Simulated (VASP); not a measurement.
Crystal: SrIrSe3.

```xyz
5
Lattice="4.4900 0.0000 0.0000 0.0000 4.4900 0.0000 0.0000 0.0000 4.4900" Properties=species:S:1:pos:R:3 pbc="T T T"
Sr    0.0000    0.0000    0.0000
Ir    2.2450    2.2450    2.2450
Se    2.2450    2.2450    0.0000
Se    0.0000    2.2450    2.2450
Se    2.2450    0.0000    2.2450
```

- Program: VASP 6.6.1
- Task: relaxation of cell and atoms
- Functional: LDA
- Potentials or basis: VASP PAW LDA potentials, release 64 (Sr_sv, Ir, Se)
- Cutoff: 600 eV
- k mesh: 6 × 6 × 6
- Occupations: fermi-dirac, width 0.1 eV
- Spin: no spin polarisation

At the start: pressure 43.4 GPa; volume 18.10 Å³/atom.

Where does the relaxation end?

Over 5 steps the energy falls by 592.1 meV/atom and the volume is 23.70 Å³/atom (+30.9 %); space group Pm-3m (No. 221, to 0.1 Å) before and after.

Step by step:
```
step  energy change (eV)  largest force (eV/Å)  pressure (GPa)  volume (Å³)
   1              0.0000                0.0000           43.37        90.52
   2              0.1482                0.0000          -13.29       171.10
   3             -2.9471                0.0000           -1.72       120.98
   4             -2.9591                0.0000           -0.58       119.31
   5             -2.9605                0.0000            0.01       118.49
```

Final structure:
```
Sr Ir Se
1.0
     4.91167    0.00000    0.00000
     0.00000    4.91167    0.00000
     0.00000    0.00000    4.91167
Sr Ir Se
1 1 3
Direct
  0.00000 0.00000 0.00000
  0.50000 0.50000 0.50000
  0.50000 0.50000 0.00000
  0.00000 0.50000 0.50000
  0.50000 0.00000 0.50000
```

Caveat: the volume moved by over 15 % at a fixed basis, so the end points are rough; an odd number of electrons without spin polarisation forces a metal; a magnetic or distorted state may lie lower.
